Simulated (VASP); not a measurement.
Input of a VASP 6.6.1 run:

Contents of POSCAR:

```
GaP
1.0
    0.0000000000      2.6981452945      2.7489678072
    2.6981452945      0.0000000000      2.7489678072
    2.6981452945      2.6981452945      0.0000000000
Ga P
1 1
Direct
    0.0000000000      0.0000000000      0.0000000000
    0.2500000000      0.2500000000      0.2500000000
```

INCAR.step1

```
ALGO = Normal
EDIFF = 1E-4
ENCUT = 520
GGA = PE
ISMEAR = 0
LASPH = True
LCHARG = False
LREAL = False
LWAVE = True
NBANDS = 16
NELM = 60
PREC = Accurate
SIGMA = 0.01
```

The input INCAR.step2:

```
ALGO = Normal
EDIFF = 1E-6
ENCUT = 520
ISIF = 2
ISMEAR = 0
ISTART = 1
LASPH = True
LCHARG = False
LMIXTAU = True
LREAL = False
LWAVE = False
METAGGA = R2SCAN
NBANDS = 16
NELM = 60
PREC = Accurate
SIGMA = 0.01
```

KPOINTS

```
k-points
0
Gamma
  8 8 8
```

Potentials or basis: VASP PAW PBE potentials, release 64 (Ga_d, P).

The run is started by

```console
$ cat potpaw_PBE.64/Ga_d/POTCAR potpaw_PBE.64/P/POTCAR > POTCAR
$ cp INCAR.step1 INCAR
$ mpirun -np 1 vasp_std > vasp.out
$ cp INCAR.step2 INCAR
$ mpirun -np 1 vasp_std > vasp.out
```

(1) What does it give for the band gap on the k mesh?

(2) Estimate the pressure.

Results:

(1) 1.79 eV (least direct gap 2.40 eV).

(2) 1.0 GPa.

Caveat: the cell differs from its parent crystal (epitaxial xy strain -1.0%); the PAW data sets were made with another functional, which shifts forces and pressure a little.
